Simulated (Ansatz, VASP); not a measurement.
# MoS2: VASP beside Ansatz

```
CELL_PARAMETERS angstrom
1.58759 0.91660 6.19393
-1.58759 0.91660 6.19393
0.00000 -1.83319 6.19393
ATOMIC_POSITIONS crystal
Mo 0.00010 0.00010 0.00010
S 0.24979 0.24979 0.24979
S 0.41711 0.41711 0.41711
```

Alike in both runs: task single point; functional PBE; k mesh 10 × 10 × 10; no spin polarisation.

|  | VASP | Ansatz |
| --- | --- | --- |
| version | VASP 6.6.1 | Ansatz 0.2.0 |
| potentials or method | VASP PAW PBE potentials, release 64 (Mo_sv, S) | plane waves, PAW |
| plane-wave cutoff (eV) | 520 | 420 |
| occupations | gaussian, width 0.01 eV | fixed |
| valence electrons in the cell | 26 | 26 |

|  | VASP | Ansatz | Ansatz less VASP |
| --- | --- | --- | --- |
| gap on the k mesh at the Fermi level (eV) | 0.99 | 0.97 | -0.015 |
| pressure (GPa) | 2.3 | 2.4 | +0.13 |
| traceless stress, the component that is largest in VASP (GPa) | 0.89 | 0.92 | +0.036 |
| rms of the force components (eV/Å) | 0.046 | 0.052 | +0.0062 |

Atom by atom the forces differ by 0.006 eV/Å (rms over components).
